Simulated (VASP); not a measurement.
Crystal: BaTe.

```
CELL_PARAMETERS angstrom
0.00000 3.49070 3.53239
3.49070 0.00000 3.53239
3.49070 3.49070 0.00000
ATOMIC_POSITIONS crystal
Ba 0.00000 0.00000 0.00000
Te 0.50000 0.50000 0.50000
```

This cell differs from its parent crystal: biaxial xy strain -1.2%.

Base run:

| Quantity | Value |
| --- | --- |
| Program | VASP 6.6.1 |
| Functional | PBE |
| Potentials or basis | VASP PAW PBE potentials, release 64 (Ba_sv, Te) |
| Cutoff | 520 eV |
| k mesh | 6 × 6 × 6 |
| Occupations | fermi-dirac, width 0.02 eV |
| Spin | no spin polarisation |

Its results: band gap on the k mesh 1.52 eV, indirect (least direct gap 1.89 eV); pressure 1.1 GPa.

**Question.** The run is repeated on the same cell with these changes: functional from PBE to r2SCAN; occupations from fermi-dirac, width 0.02 eV to gaussian, width 0.01 eV. What comes out?

**Answer.** Band gap on the k mesh 1.87 eV, indirect (least direct gap 2.25 eV); pressure 1.1 GPa.

Caveats: spin-orbit coupling is left out, which moves the levels of the heavy elements; the PAW data sets were made with another functional, which shifts forces and pressure a little (some runs).

A k mesh can miss the band edges.
